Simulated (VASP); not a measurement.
# WS in VASP: notebook, part 2 of 2

VASP 6.6.1.

## (4) Single point, PBE (atoms moved at random)

Input file INCAR:

```
  PREC = Accurate
  ENCUT = 520
  EDIFF = 1E-7
  ISMEAR = -1
  SIGMA = 0.05
  LREAL = F
  LASPH = T
  NELM = 80
  ALGO = Normal
  ISIF = 2
  LWAVE = F
  LCHARG = F
  GGA = PE
  NBANDS = 17
```

Input file KPOINTS:

```
Automatic mesh
0
Gamma
  8 8 8
```

Input file POSCAR:

```
WS
1.0
    3.4448484800      0.0000000000      0.0000000000
    0.0000000000      3.4448484800      0.0000000000
    0.0000000000      0.0000000000      3.4448484800
W S
1 1
Direct
    0.5026030000      0.4953520000      0.5004970000
    0.0125870000      0.0020650000      0.0000390000
```

Potentials or basis: VASP PAW PBE potentials, release 64 (W_sv, S).

Launch:

```
> cat potpaw_PBE.64/W_sv/POTCAR potpaw_PBE.64/S/POTCAR > POTCAR
> mpirun -np 1 vasp_std > vasp.out
```

OUTCAR:

```text
PREC = Accurate
   ENCUT = 520
   EDIFF = 1E-7
   ISMEAR = -1
   LREAL = F
   LASPH = T
   NELM = 80
   ISIF = 2
   GGA = PE

 ion  position               nearest neighbor table
   1  0.503  0.495  0.500-   2 2.95   2 2.95   2 2.98   2 2.98   2 2.99   2 2.99   2 3.02   2 3.02

   2  0.013  0.002  0.000-   1 2.95   1 2.95   1 2.98   1 2.98   1 2.99   1 2.99   1 3.02   1 3.02

  LATTYP: Found a simple cubic cell.
 ALAT       =     3.4448484800

[... 666 lines left out ...]

 [... further k-points ...]

------------------------ aborting loop because EDIFF is reached ----------------------------------------

  FORCE on cell =-STRESS in cart. coord.  units (eV):
  Direction    XX          YY          ZZ          XY          YZ          ZX
  --------------------------------------------------------------------------------------
  -------------------------------------------------------------------------------------
  Total       -9.0521801     -9.0587513     -9.0643339      0.0038121     -0.0001802     -0.0002588
  in kB     -354.7753148   -355.0328575   -355.2516512      0.1494043     -0.0070618     -0.0101446
  external PRESSURE =    -355.0199412 kB  Pullay stress =       0.0000000 kB

 VOLUME and BASIS-vectors are now :
 -----------------------------------------------------------------------------
  energy-cutoff  :      520.00
  volume of cell :       40.88
      direct lattice vectors                 reciprocal lattice vectors
     3.444848480  0.000000000  0.000000000     0.290288530  0.000000000  0.000000000
     0.000000000  3.444848480  0.000000000     0.000000000  0.290288530  0.000000000
     0.000000000  0.000000000  3.444848480     0.000000000  0.000000000  0.290288530

 POSITION                                       TOTAL-FORCE (eV/Angst)
 -----------------------------------------------------------------------------------
      1.73139      1.70641      1.72414        -0.139105     -0.093450      0.006376
      0.04336      0.00711      0.00013         0.139105      0.093450     -0.006376
 -----------------------------------------------------------------------------------
    total drift:                               -0.000104      0.000126     -0.000018

  FREE ENERGIE OF THE ION-ELECTRON SYSTEM (eV)
  ---------------------------------------------------
  free  energy   TOTEN  =       -14.3149172350 eV

  energy  without entropy=      -14.2855120743  energy(sigma->0) =      -14.30021465
```

Run time: 61 s. Hardware: 1 thread of Intel Xeon 6975P-C (Granite Rapids), shared host; peak memory 0.29 GiB.

What came out:

```
Free energy            : -14.3149 eV
Pressure               : -35.5 GPa
Largest force          : 0.168 eV/Å
Band gap on the k mesh : zero (band 10 reaches 8.96 eV, above the bottom of band 11 at 6.13 eV)
```

Forces in eV/Å, atoms in the order of the input:
```
W   -0.139 -0.093  0.006
S    0.139  0.093 -0.006
```

Caveat: the cell differs from its parent crystal (atoms moved at random); spin-orbit coupling is left out, which moves the levels of the heavy elements.

## (5) Single point, PBE

This run uses another cell than the first one, of 20.44 Å³/atom, 0.962 times its volume.

Input file INCAR:

```
SYSTEM = WS
  PREC = Accurate
  ENCUT = 500
  EDIFF = 1E-6
  ISMEAR = -1
  SIGMA = 0.03
  LREAL = .False.
  LASPH = .True.
  NELM = 120
  ALGO = Normal
  ISIF = 2
  LWAVE = .False.
  LCHARG = .False.
  GGA = PE
  NBANDS = 17
  GGA_COMPAT = .False.
```

Input file KPOINTS:

```
regular mesh
0
Gamma
  5 5 5
  0 0 0
```

Input file POSCAR:

```
WS
1.0
    3.4448484800      0.0000000000      0.0000000000
    0.0000000000      3.4448484800      0.0000000000
    0.0000000000      0.0000000000      3.4448484800
W S
1 1
Direct
    0.5000000000      0.5000000000      0.5000000000
    0.0000000000      0.0000000000      0.0000000000
```

Potentials or basis: VASP PAW PBE potentials, release 64 (W_sv, S).

Launch:

```
> cat potpaw_PBE.64/W_sv/POTCAR potpaw_PBE.64/S/POTCAR > POTCAR
> mpirun -np 1 vasp_std > vasp.out
```

OUTCAR:

```text
SYSTEM = WS
   PREC = Accurate
   ENCUT = 500
   EDIFF = 1E-6
   ISMEAR = -1
   LREAL = .False.
   LASPH = .True.
   NELM = 120
   ISIF = 2
   GGA = PE

 ion  position               nearest neighbor table
   1  0.500  0.500  0.500-   2 2.98   2 2.98   2 2.98   2 2.98   2 2.98   2 2.98   2 2.98   2 2.98

   2  0.000  0.000  0.000-   1 2.98   1 2.98   1 2.98   1 2.98   1 2.98   1 2.98   1 2.98   1 2.98

  LATTYP: Found a simple cubic cell.
 ALAT       =     3.4448484800

  Lattice vectors:

 A1 = (   3.4448484800,   0.0000000000,   0.0000000000)
 A2 = (   0.0000000000,   3.4448484800,   0.0000000000)
 A3 = (   0.0000000000,   0.0000000000,   3.4448484800)

Analysis of symmetry for initial positions (statically):
=====================================================================
 Subroutine PRICEL returns:
 Original cell was already a primitive cell.

 Routine SETGRP: Setting up the symmetry group for a
 simple cubic supercell.

 Subroutine GETGRP returns: Found 48 space group operations
 (whereof 48 operations were pure point group operations)
 out of a pool of 48 trial point group operations.

The static configuration has the point symmetry O_h .

[... 142 lines left out ...]

  energy without entropy =      -14.26273415  energy(sigma->0) =      -14.27330409

 E-fermi :   7.0555     XC(G=0): -11.1418

 val. band max:        7.0530048094   @ k =   0.4000   0.2000   0.2000
 cond. band min:       7.0820362217   @ k =   0.2000   0.2000   0.0000
 fundamental gap:      0.0290314123
 Fermi energy:         7.0554598669

 k-point     1 :       0.0000    0.0000    0.0000
  band No.  band energies     occupation
      1     -67.8558      2.00000
      2     -31.9066      2.00000
      3     -31.9066      2.00000
      4     -31.9066      2.00000
      5      -7.3963      2.00000
      6       4.6000      2.00000
[... 177 lines left out ...]
      4     -31.9640      2.00000
      5      -5.5298      2.00000
      6       1.5830      2.00000
[... 9 lines left out ...]
     16      11.4713      0.00000
     17      14.6708      0.00000

------------------------ aborting loop because EDIFF is reached ----------------------------------------

  FORCE on cell =-STRESS in cart. coord.  units (eV):
  Direction    XX          YY          ZZ          XY          YZ          ZX
  --------------------------------------------------------------------------------------
  -------------------------------------------------------------------------------------
  Total       -8.8205702     -8.8205702     -8.8205702      0.0000000      0.0000000      0.0000000
  in kB     -345.6980038   -345.6980038   -345.6980038      0.0000000      0.0000000      0.0000000
  external PRESSURE =    -345.6980038 kB  Pullay stress =       0.0000000 kB

 VOLUME and BASIS-vectors are now :
 -----------------------------------------------------------------------------
  energy-cutoff  :      500.00
  volume of cell :       40.88
      direct lattice vectors                 reciprocal lattice vectors
     3.444848480  0.000000000  0.000000000     0.290288530  0.000000000  0.000000000
     0.000000000  3.444848480  0.000000000     0.000000000  0.290288530  0.000000000
     0.000000000  0.000000000  3.444848480     0.000000000  0.000000000  0.290288530

 POSITION                                       TOTAL-FORCE (eV/Angst)
 -----------------------------------------------------------------------------------
      1.72242      1.72242      1.72242         0.000000      0.000000      0.000000
      0.00000      0.00000      0.00000         0.000000      0.000000      0.000000
 -----------------------------------------------------------------------------------
    total drift:                                0.000000      0.000000      0.000000

  FREE ENERGIE OF THE ION-ELECTRON SYSTEM (eV)
  ---------------------------------------------------
  free  energy   TOTEN  =       -14.2838740293 eV

  energy  without entropy=      -14.2627341501  energy(sigma->0) =      -14.27330409
```

OSZICAR:

```text
N       E                     dE             d eps       ncg     rms          rms(c)
DAV:   1     0.147925832768E+03    0.14793E+03   -0.11209E+04   340   0.113E+03
DAV:   2    -0.102527242007E+02   -0.15818E+03   -0.15449E+03   419   0.317E+02
DAV:   3    -0.154349776288E+02   -0.51823E+01   -0.50895E+01   407   0.549E+01
DAV:   4    -0.154906857346E+02   -0.55708E-01   -0.55664E-01   404   0.625E+00
DAV:   5    -0.154914579684E+02   -0.77223E-03   -0.77217E-03   403   0.764E-01    0.120E+01
DAV:   6    -0.143858098046E+02    0.11056E+01   -0.45648E+00   382   0.139E+01    0.445E+00
DAV:   7    -0.142987367674E+02    0.87073E-01   -0.28315E-01   362   0.328E+00    0.233E+00
DAV:   8    -0.142839253856E+02    0.14811E-01   -0.88077E-02   358   0.179E+00    0.600E-01
DAV:   9    -0.142838077533E+02    0.11763E-03   -0.13752E-03   380   0.341E-01    0.325E-01
DAV:  10    -0.142838669049E+02   -0.59152E-04   -0.11196E-03   353   0.314E-01    0.371E-02
DAV:  11    -0.142838734330E+02   -0.65281E-05   -0.52105E-05   393   0.663E-02    0.198E-02
DAV:  12    -0.142838740293E+02   -0.59631E-06   -0.89223E-06   376   0.223E-02
   1 F= -.14283874E+02 E0= -.14273304E+02  d E =-.211399E-01
```

It took 3.8 s on 1 thread of Intel Xeon 6975P-C (Granite Rapids), shared host; peak memory 0.15 GiB.

What came out:

```
Free energy            : -14.2839 eV
Pressure               : -34.6 GPa
Band gap on the k mesh : zero (band 10 reaches 7.84 eV, above the bottom of band 11 at 6.14 eV)
```

Caveat: the k points lie up to 0.36 Å⁻¹ apart; spin-orbit coupling is left out, which moves the levels of the heavy elements.

## (6) The runs side by side

```tsv
cell	k mesh	cutoff (eV)	smearing	gap on the mesh (eV)	pressure (GPa)
a = 3.490 Å, 2 atoms	8 × 8 × 8	520	fermi-dirac 0.05 eV	none	-35.1
a = 3.512 Å, 2 atoms	8 × 8 × 8	520	fermi-dirac 0.05 eV	none	-34.8
a = 3.445 Å, 2 atoms	8 × 8 × 8	520	fermi-dirac 0.05 eV	none	-35.5
a = 3.445 Å, 2 atoms	5 × 5 × 5	500	fermi-dirac 0.03 eV	none	-34.6
```

Some of these runs hold the atoms at other places in the same cell, which the table doesn't show; runs alike in all that it shows share one row.

Alike in all rows: task single point; level PBE; potentials or basis VASP PAW PBE potentials, release 64 (W_sv, S); no spin polarisation.

Caveats: some runs use coarse meshes; spin-orbit coupling is left out, which moves the levels of the heavy elements.

Absolute energies hang on the potentials; compare differences alone.
